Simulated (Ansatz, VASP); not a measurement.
Two plane-wave programs on Se

Contents of INCAR:

```
PREC = Accurate ; ENCUT = 500
EDIFF = 1E-6 ; ISMEAR = 0
SIGMA = 0.1 ; LREAL = Auto
LASPH = T ; NELM = 120
ALGO = Normal ; ISIF = 2
LWAVE = F ; LCHARG = F
GGA = PE ; IVDW = 12
NBANDS = 118 ; GGA_COMPAT = F
KPAR = 4
```

File KPOINTS:

```
Automatic mesh
0
Gamma
  4 2 2
```

POSCAR

```
Se
1.0
    9.0500000000      0.0000000000      0.0000000000
    0.0000000000      9.0700000000      0.0000000000
   -8.8945853409      0.0000000000     11.6089597417
Se
32
Direct
    0.0840000000      0.5140000000      0.7630000000
    0.9160000000      0.0140000000      0.7370000000
    0.9160000000      0.4860000000      0.2370000000
    0.0840000000      0.9860000000      0.2630000000
    0.0700000000      0.3360000000      0.6430000000
    0.9300000000      0.8360000000      0.8570000000
    0.9300000000      0.6640000000      0.3570000000
    0.0700000000      0.1640000000      0.1430000000
    0.7820000000      0.3630000000      0.4650000000
    0.2180000000      0.8630000000      0.0350000000
    0.2180000000      0.6370000000      0.5350000000
    0.7820000000      0.1370000000      0.9650000000
    0.5780000000      0.1800000000      0.4440000000
    0.4220000000      0.6800000000      0.0560000000
    0.4220000000      0.8200000000      0.5560000000
    0.5780000000      0.3200000000      0.9440000000
    0.3980000000      0.3140000000      0.4790000000
    0.6020000000      0.8140000000      0.0210000000
    0.6020000000      0.6860000000      0.5210000000
    0.3980000000      0.1860000000      0.9790000000
    0.5160000000      0.2670000000      0.6720000000
    0.4840000000      0.7670000000      0.8280000000
    0.4840000000      0.7330000000      0.3280000000
    0.5160000000      0.2330000000      0.1720000000
    0.6870000000      0.4800000000      0.7710000000
    0.3130000000      0.9800000000      0.7290000000
    0.3130000000      0.5200000000      0.2290000000
    0.6870000000      0.0200000000      0.2710000000
    0.9970000000      0.4030000000      0.8660000000
    0.0030000000      0.9030000000      0.6340000000
    0.0030000000      0.5970000000      0.1340000000
    0.9970000000      0.0970000000      0.3660000000
```

Input for Ansatz:

```yaml
crystal:
  lattice:
    - [9.05, 0.0, 0.0]
    - [0.0, 9.07, 0.0]
    - [-8.8945853409, 0.0, 11.6089597417]
  atoms:
    - { symbol: Se, position: [0.084, 0.514, 0.763] }
    - { symbol: Se, position: [0.916, 0.014, 0.737] }
    - { symbol: Se, position: [0.916, 0.486, 0.237] }
    - { symbol: Se, position: [0.084, 0.986, 0.263] }
    - { symbol: Se, position: [0.07, 0.336, 0.643] }
    - { symbol: Se, position: [0.93, 0.836, 0.857] }
    - { symbol: Se, position: [0.93, 0.664, 0.357] }
    - { symbol: Se, position: [0.07, 0.164, 0.143] }
    - { symbol: Se, position: [0.782, 0.363, 0.465] }
    - { symbol: Se, position: [0.218, 0.863, 0.035] }
    - { symbol: Se, position: [0.218, 0.637, 0.535] }
    - { symbol: Se, position: [0.782, 0.137, 0.965] }
    - { symbol: Se, position: [0.578, 0.18, 0.444] }
    - { symbol: Se, position: [0.422, 0.68, 0.056] }
    - { symbol: Se, position: [0.422, 0.82, 0.556] }
    - { symbol: Se, position: [0.578, 0.32, 0.944] }
    - { symbol: Se, position: [0.398, 0.314, 0.479] }
    - { symbol: Se, position: [0.602, 0.814, 0.021] }
    - { symbol: Se, position: [0.602, 0.686, 0.521] }
    - { symbol: Se, position: [0.398, 0.186, 0.979] }
    - { symbol: Se, position: [0.516, 0.267, 0.672] }
    - { symbol: Se, position: [0.484, 0.767, 0.828] }
    - { symbol: Se, position: [0.484, 0.733, 0.328] }
    - { symbol: Se, position: [0.516, 0.233, 0.172] }
    - { symbol: Se, position: [0.687, 0.48, 0.771] }
    - { symbol: Se, position: [0.313, 0.98, 0.729] }
    - { symbol: Se, position: [0.313, 0.52, 0.229] }
    - { symbol: Se, position: [0.687, 0.02, 0.271] }
    - { symbol: Se, position: [0.997, 0.403, 0.866] }
    - { symbol: Se, position: [0.003, 0.903, 0.634] }
    - { symbol: Se, position: [0.003, 0.597, 0.134] }
    - { symbol: Se, position: [0.997, 0.097, 0.366] }
basis:
  ecutwfc: 420
kpoints:
  mp_grid: { grid: [4, 2, 2] }
hamiltonian:
  xc: pbe
  dispersion: d3bj
scf:
  occupations: { method: gaussian, width: 0.1 }
output:
  forces: true
  stress: true
  eigenvalues: true
```

Alike in both runs: task single point; functional PBE; dispersion D3(BJ); k mesh 4 × 2 × 2; occupations gaussian, width 0.1 eV; no spin polarisation.

|  | VASP | Ansatz |
| --- | --- | --- |
| version | VASP 6.6.1 | Ansatz 0.2.0 |
| potentials or method | VASP PAW PBE potentials, release 64 (Se), cutoff 500 eV | scalar-relativistic, plane waves, PAW |
| valence electrons in the cell | 192 | 512 |

```tsv
	VASP	Ansatz	Ansatz less VASP
gap on the k mesh at the Fermi level (eV)	1.37	1.38	+0.003
least direct gap on the mesh (eV)	1.43	1.43	0.000
pressure (GPa)	1.1	1.0	-0.13
traceless stress, the component that is largest in VASP (GPa)	-0.50	-0.48	+0.013
rms of the force components (eV/Å)	0.271	0.254	-0.0173
```

Atom by atom the forces differ by 0.022 eV/Å (rms over components). VASP's potentials hold 192 valence electrons a cell and Ansatz's 512, so a difference there can come from the potentials and not from the codes.
